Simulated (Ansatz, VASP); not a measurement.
**One calculation of Sr5AlO2, two programs**

```xyz
8
Lattice="3.8715 0.0000 0.0000 0.0000 3.8715 0.0000 0.0000 0.0000 14.4469" Properties=species:S:1:pos:R:3 pbc="T T T"
Sr    1.9357    1.9357    1.9194
Sr    1.9357    1.9357   12.5274
Sr    1.9357    1.9357    7.2234
Sr    0.0000    0.0000    9.8263
Sr    0.0000    0.0000    4.6206
Al    0.0000    0.0000    0.0000
O     1.9357    1.9357    4.6022
O     1.9357    1.9357    9.8446
```

Alike in both runs: functional PBE; k mesh 8 × 8 × 2; occupations gaussian, width 0.1 eV; no spin polarisation.

Ansatz relaxed the structure, and its values are those at the end. VASP's run is a single point on that final structure, the one shown.

|  | VASP | Ansatz |
| --- | --- | --- |
| version | VASP 6.6.1 | Ansatz 0.2.0 |
| potentials or method | VASP PAW PBE potentials, release 64 (Sr_sv, Al, O), cutoff 520 eV | scalar-relativistic, plane waves, PAW |
| valence electrons in the cell | 65 | 65 |

|  | VASP | Ansatz | Ansatz less VASP |
| --- | --- | --- | --- |
| gap on the k mesh at the Fermi level (eV) | none | none | - |
| pressure (GPa) | 0.2 | 0.0 | -0.14 |
| rms of the force components (eV/Å) | 0.005 | 0.001 | -0.0041 |

A gap of «none» marks a metal or a gap that the smearing closes. The functional is the same, so the differences come from potentials, cutoffs and numerics.
